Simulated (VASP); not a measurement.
# Mo in VASP: notebook, part 2 of 2

VASP 6.6.1. The steps go on from the part before.

## (6) Relaxation of cell and atoms, PBE

This run uses another cell than the first one, of 16.71 Å³/atom, 1.010 times its volume.

Contents of INCAR:

```
PREC = Accurate
ENCUT = 500
EDIFF = 1E-7
ISMEAR = 0
SIGMA = 0.1
LREAL = F
LASPH = T
NELM = 120
ALGO = Normal
ISIF = 3
LWAVE = F
LCHARG = F
GGA = PE
IBRION = 2
NSW = 90
EDIFFG = -0.04
GGA_COMPAT = F
NELMIN = 4
```

Contents of KPOINTS:

```
Automatic mesh
0
Gamma
  8 8 8
```

Contents of POSCAR:

```
Mo
1.0
    0.0000000000      2.0290116138      2.0290116138
    2.0290116138      0.0000000000      2.0290116138
    2.0290116138      2.0290116138      0.0000000000
Mo
1
Direct
    0.0000000000      0.0000000000      0.0000000000
```

Potentials or basis: VASP PAW PBE potentials, release 64 (Mo_sv).

The run is started by

```bash
> cat potpaw_PBE.64/Mo_sv/POTCAR > POTCAR
> mpirun -np 1 vasp_std > vasp.out
```

Run time: 9 s. Hardware: 1 thread of Intel Xeon Platinum 8559C (Emerald Rapids), shared host; peak memory 0.15 GiB.

The run converged. Its results:

* Free energy: -10.5030 eV
* Relaxed volume: 16.07 Å³/atom
* Relaxed cell: a = 2.833 Å, b = 2.833 Å, c = 2.833 Å, α = 60.00°, β = 60.00°, γ = 60.00°
* Space group after relaxing (to 0.05 Å): Fm-3m (No. 225)
* Energy gained by relaxing: 17.8 meV/atom
* Ionic steps: 3
* Pressure after relaxing: -0.2 GPa
* Band gap on the k mesh: zero (band 7 reaches 15.71 eV, above the bottom of band 8 at 11.04 eV)

Step by step:
```
step  energy change (eV)  largest force (eV/Å)  pressure (GPa)  volume (Å³)
   1              0.0000                0.0000           -8.52        16.71
   2              0.0850                0.0000           25.41        14.65
   3             -0.0178                0.0000           -0.21        16.07
```

Final structure:
```cif
data_structure
_symmetry_space_group_name_H-M 'P 1'
_symmetry_Int_Tables_number 1
_cell_length_a 2.8327
_cell_length_b 2.8327
_cell_length_c 2.8327
_cell_angle_alpha 60.000
_cell_angle_beta 60.000
_cell_angle_gamma 60.000
_cell_volume 16.07
loop_
_atom_site_label
_atom_site_type_symbol
_atom_site_fract_x
_atom_site_fract_y
_atom_site_fract_z
_atom_site_occupancy
Mo1 Mo 0.00000 0.00000 0.00000 1
```

Levels at points of the mesh, in eV from the Fermi level:
| k point | band 4 | band 5 | band 6 | band 7 | band 8 | band 9 | band 10 | band 11 |
| --- | --- | --- | --- | --- | --- | --- | --- | --- |
| (0.00, 0.00, 0.00) | -34.03 | -6.70 | -0.68 | -0.68 | -0.68 | 1.99 | 1.99 | 13.13 |
| (0.50, 0.00, 0.00) | -34.20 | -4.56 | -0.86 | -0.86 | 1.57 | 4.04 | 4.04 | 11.08 |
| (0.50, 0.50, 0.00) | -34.49 | -4.90 | -4.22 | 4.00 | 4.03 | 4.62 | 4.62 | 12.48 |

## (7) Single point, PBE

This run uses another cell than the first one, of 16.03 Å³/atom, 0.969 times its volume.

Contents of INCAR:

```
SYSTEM = Mo
ALGO = Normal ; EDIFF = 1E-6
ENCUT = 500 ; GGA = PE
GGA_COMPAT = .FALSE. ; ISIF = 2
ISMEAR = 0 ; LASPH = .TRUE.
LCHARG = .FALSE. ; LREAL = .FALSE.
LWAVE = .FALSE. ; NBANDS = 13
NELM = 120 ; PREC = Accurate
SIGMA = 0.1
```

Contents of KPOINTS:

```
k-points
0
G
  18 18 18
  0 0 0
```

Contents of POSCAR:

```
Mo
1.0
    0.0000000000      2.0010658250      2.0010658250
    2.0010658250      0.0000000000      2.0010658250
    2.0010658250      2.0010658250      0.0000000000
Mo
1
Direct
    0.0000000000      0.0000000000      0.0000000000
```

Potentials or basis: VASP PAW PBE potentials, release 64 (Mo_sv).

The run is started by

```bash
> cat potpaw_PBE.64/Mo_sv/POTCAR > POTCAR
> mpirun -np 1 vasp_std > vasp.out
```

OUTCAR:

```text
SYSTEM = Mo
   EDIFF = 1E-6
   ENCUT = 500
   GGA = PE
   ISIF = 2
   ISMEAR = 0
   LASPH = .TRUE.
   LREAL = .FALSE.
   NELM = 120
   PREC = Accurate

 ion  position               nearest neighbor table
   1  0.000  0.000  0.000-

  LATTYP: Found a face centered cubic cell.
 ALAT       =     4.0021316500

  Lattice vectors:

 A1 = (   0.0000000000,   2.0010658250,   2.0010658250)
 A2 = (   2.0010658250,   0.0000000000,   2.0010658250)
 A3 = (   2.0010658250,   2.0010658250,   0.0000000000)

Analysis of symmetry for initial positions (statically):
=====================================================================
 Subroutine PRICEL returns:
 Original cell was already a primitive cell.

 Routine SETGRP: Setting up the symmetry group for a
 face centered cubic supercell.

 Subroutine GETGRP returns: Found 48 space group operations
 (whereof 48 operations were pure point group operations)
 out of a pool of 48 trial point group operations.

The static configuration has the point symmetry O_h .

Analysis of symmetry for dynamics (positions and initial velocities):
=====================================================================
 Subroutine PRICEL returns:
 Original cell was already a primitive cell.

 Routine SETGRP: Setting up the symmetry group for a
 face centered cubic supercell.

 Subroutine GETGRP returns: Found 48 space group operations
 (whereof 48 operations were pure point group operations)
 out of a pool of 48 trial point group operations.

The dynamic configuration has the point symmetry O_h .

 Subroutine INISYM returns: Found 48 space group operations
 (whereof 48 operations are pure point group operations),
 and found     1 'primitive' translations

----------------------------------------------------------------------------------------

                                     Primitive cell

  volume of cell :      16.0256

  direct lattice vectors                    reciprocal lattice vectors
     0.000000000  2.001065825  2.001065825    -0.249866843  0.249866843  0.249866843
     2.001065825  0.000000000  2.001065825     0.249866843 -0.249866843  0.249866843
     2.001065825  2.001065825  0.000000000     0.249866843  0.249866843 -0.249866843

  length of vectors
     2.829934429  2.829934429  2.829934429     0.432782067  0.432782067  0.432782067

  position of ions in fractional coordinates (direct lattice)
     0.000000000  0.000000000  0.000000000

  ion indices of the primitive-cell ions
   primitive index   ion index
                 1           1

----------------------------------------------------------------------------------------

 KPOINTS: k-points

Automatic generation of k-mesh.
 Grid dimensions read from file:
 generate k-points for:   18   18   18

 Generating k-lattice:

  Cartesian coordinates                     Fractional coordinates (reciprocal lattice)
    -0.013881491  0.013881491  0.013881491     0.055555556  0.000000000  0.000000000
     0.013881491 -0.013881491  0.013881491     0.000000000  0.055555556  0.000000000
     0.013881491  0.013881491 -0.013881491     0.000000000  0.000000000  0.055555556

  Length of vectors
     0.024043448  0.024043448  0.024043448

  Shift w.r.t. Gamma in fractional coordinates (k-lattice)
     0.000000000  0.000000000  0.000000000

 Subroutine IBZKPT returns following result:
 ===========================================

 Found    195 irreducible k-points:

 Following reciprocal coordinates:
            Coordinates               Weight
  0.000000  0.000000  0.000000      1.000000
  0.055556  0.000000  0.000000      8.000000
  0.111111  0.000000  0.000000      8.000000
  0.166667  0.000000  0.000000      8.000000
  0.222222  0.000000  0.000000      8.000000
  0.277778  0.000000  0.000000      8.000000
[... 16 lines left out ...]
 -0.277778  0.055556  0.000000     24.000000
 -0.222222  0.055556  0.000000     24.000000
 [... further k-points ...]
   k-points           NKPTS =    195   k-points in BZ     NKDIM =    195   number of bands    NBANDS=     13
   number of dos      NEDOS =    301   number of ions     NIONS =      1
   total plane-waves  NPLWV =  13824
   dimension x,y,z NGX =    24 NGY =   24 NGZ =   24
   dimension x,y,z NGXF=    48 NGYF=   48 NGZF=   48
   ions per type =               1
   NGX,Y,Z   is equivalent  to a cutoff of  14.10, 14.10, 14.10 a.u.
   NGXF,Y,Z  is equivalent  to a cutoff of  28.20, 28.20, 28.20 a.u.
 SYSTEM =  Mo
   PREC   = accura    normal or accurate (medium, high low for compatibility)
   ISTART =      0    job   : 0-new  1-cont  2-samecut
   ICHARG =      2    charge: 1-file 2-atom 10-const
   ISPIN  =      1    spin polarized calculation?
   LNONCOLLINEAR =      F non collinear calculations
   LSORBIT =      F    spin-orbit coupling
   LASPH  =      T    aspherical Exc in radial PAW
   ENCUT  =  500.0 eV  36.75 Ry    6.06 a.u.   5.16  5.16  5.16*2*pi/ulx,y,z
   NELM   =    120;   NELMIN=  2; NELMDL= -5     # of ELM steps
   EDIFF  = 0.1E-05   stopping-criterion for ELM
   LREAL  =      F    real-space projection
   EDIFFG = 0.1E-04   stopping-criterion for IOM
   NSW    =      0    number of steps for IOM
   IBRION =     -1    ionic relax: 0-MD 1-quasi-New 2-CG
   NFREE  =      0    steps in history (QN), initial steepest desc. (CG)
   ISIF   =      2    stress and relaxation
   ISYM   =      2    0-nonsym 1-usesym 2-fastsym
   POTIM  = 0.5000    time-step for ionic-motion
   TEBEG  =    0.0;   TEEND  =   0.0 temperature during run
   PSTRESS=    0.0 pullay stress
   NELECT =      14.0000    total number of electrons
   NUPDOWN=      -1.0000    fix difference up-down
   EMIN   =  10.00;   EMAX   =-10.00  energy-range for DOS
   EFERMI =   0.00;   METHOD = LEGACY
   ISMEAR =     0;   SIGMA  =   0.10  broadening in eV -4-tet -1-fermi 0-gaus
   EFERMI_NEDOS =   21; number of points for ismear=-14 and -15
   IALGO  =     38    algorithm
   IMIX   =      4    mixing-type and parameters
     AMIX     =   0.40;   BMIX     =  1.00
     AMIX_MAG =   1.60;   BMIX_MAG =  1.00
  volume/ion in A,a.u.               =      16.03       108.15
  Fermi-wavevector in a.u.,A,eV,Ry     =   1.564994  2.957411 33.323493  2.449208
  Thomas-Fermi vector in A             =   2.667536
   LORBIT       =      0    0 simple, 1 ext, 2 COOP (PROOUT), +10 PAW based schemes
   GGA     = PE    functional components
   LHFCALC =     F    Hartree Fock is set to
   AEXX    =    0.0000 exact exchange contribution
   IVDW    =     0    specifies the selected vdW correction
   LEPSILON=     F    determine dielectric tensor
   LRPA    =     F    only Hartree local field effects (RPA)
 non-spin polarized calculation
 Gauss-broadening in eV      SIGMA  =   0.10
  energy-cutoff  :      500.00
  volume of cell :       16.03
 maximum number of plane-waves:       419
 NGX is ok and might be reduce to    24
   NGX = 11   NGY = 11   NGZ = 11

 number of electron      14.0000000 magnetization

 Free energy of the ion-electron system (eV)
  ---------------------------------------------------
  ext. energy  EPLUGINS =         0.00000000
  ---------------------------------------------------
  free energy    TOTEN  =       -10.51616385 eV

  energy without entropy =      -10.50997735  energy(sigma->0) =      -10.51307060

 E-fermi :  11.7686     XC(G=0): -13.2321

 val. band max:       11.7671446630   @ k =  -0.4444   0.3889   0.1111
 cond. band min:      11.7728478145   @ k =   0.3333   0.1111   0.0000
 fundamental gap:      0.0057031516
 Fermi energy:        11.7686248664

 k-point     1 :       0.0000    0.0000    0.0000
  band No.  band energies     occupation
      1     -48.9288      2.00000
      2     -22.2726      2.00000
      3     -22.2726      2.00000
      4     -22.2726      2.00000
      5       5.0501      2.00000
      6      11.0720      2.00000
      7      11.0720      2.00000
      8      11.0720      2.00000
      9      13.7471      0.00000
     10      13.7471      0.00000
     11      24.8822      0.00000
     12      30.1372      0.00000
     13      30.1372      0.00000
[... 353 lines left out ...]
 k-point    24 :      -0.2222    0.0556    0.0000
  band No.  band energies     occupation
      1     -48.8196      2.00000
      2     -22.9091      2.00000
      3     -22.3972      2.00000
      4     -22.3394      2.00000
      5       6.9424      2.00000
      6      10.3172      2.00000
      7      11.4647      1.99998
      8      11.5708      1.99484
      9      13.3761      0.00000
     10      14.2634      0.00000
     11      25.7149      0.00000
     12      28.2518      0.00000
     13      32.8693      0.00000

 [... further k-points ...]
[... 5 lines left out ...]
  --------------------------------------------------------------------------------------
  -------------------------------------------------------------------------------------
  Total        0.0500490      0.0500490      0.0500490     -0.0000000     -0.0000000     -0.0000000
  in kB        5.0037098      5.0037098      5.0037098     -0.0000000     -0.0000000     -0.0000000
  external PRESSURE =       5.0037098 kB  Pullay stress =       0.0000000 kB

 VOLUME and BASIS-vectors are now :
 -----------------------------------------------------------------------------
  energy-cutoff  :      500.00
  volume of cell :       16.03
      direct lattice vectors                 reciprocal lattice vectors
     0.000000000  2.001065825  2.001065825    -0.249866843  0.249866843  0.249866843
     2.001065825  0.000000000  2.001065825     0.249866843 -0.249866843  0.249866843
     2.001065825  2.001065825  0.000000000     0.249866843  0.249866843 -0.249866843

 POSITION                                       TOTAL-FORCE (eV/Angst)
 -----------------------------------------------------------------------------------
      0.00000      0.00000      0.00000         0.000000      0.000000      0.000000
 -----------------------------------------------------------------------------------
    total drift:                                0.000000      0.000000     -0.000000

  FREE ENERGIE OF THE ION-ELECTRON SYSTEM (eV)
  ---------------------------------------------------
  free  energy   TOTEN  =       -10.5161638493 eV

  energy  without entropy=      -10.5099773527  energy(sigma->0) =      -10.51307060
```

stdout:

```text
POSCAR found type information on POSCAR Mo
 POSCAR found :  1 types and       1 ions
 scaLAPACK will be used
 LDA part: xc-table for (Slater+PW92), standard interpolation
 POSCAR, INCAR and KPOINTS ok, starting setup
 FFT: planning ... GRIDC
 FFT: planning ... GRID_SOFT
 FFT: planning ... GRID
 WAVECAR not read
 entering main loop
```

It took 16 s on 1 thread of Intel Xeon Platinum 8559C (Emerald Rapids), shared host; peak memory 0.16 GiB.

What came out:

```yaml
Free_energy: -10.5162 eV
Pressure: 0.5 GPa
Band_gap_on_the_k_mesh: zero (band 7 reaches 15.77 eV, above the bottom of band 8 at 11.07 eV)
```

## (8) The runs side by side

```csv
task,cell,k mesh,cutoff (eV),gap on the mesh (eV),pressure (GPa),relaxed volume (Å³/atom)
single point,"a = 2.898 Å, angles 122.4, 122.4, 85.8°, 1 atom",8 × 8 × 8,520,none,-6.5,-
relaxation of cell and atoms,"relaxed from a = 2.898 Å, angles 122.4, 122.4, 85.8°, 1 atom",8 × 8 × 8,600,none,0.0,16.20
single point,"a = 2.869 Å, angles 60.0°, 1 atom",8 × 8 × 8,500,none,-8.5,-
single point,"a = 2.830 Å, angles 60.0°, 1 atom",8 × 8 × 8,500,none,0.4,-
relaxation of cell and atoms,"relaxed from a = 2.869 Å, angles 60.0°, 1 atom",8 × 8 × 8,500,none,-0.2,16.07
single point,"a = 2.830 Å, angles 60.0°, 1 atom",18 × 18 × 18,500,none,0.5,-
```

Alike in all rows: level PBE; potentials or basis VASP PAW PBE potentials, release 64 (Mo_sv); no spin polarisation; smearing gaussian 0.1 eV.

Caveats: some runs use coarse meshes.

Absolute energies hang on the potentials; compare differences alone.
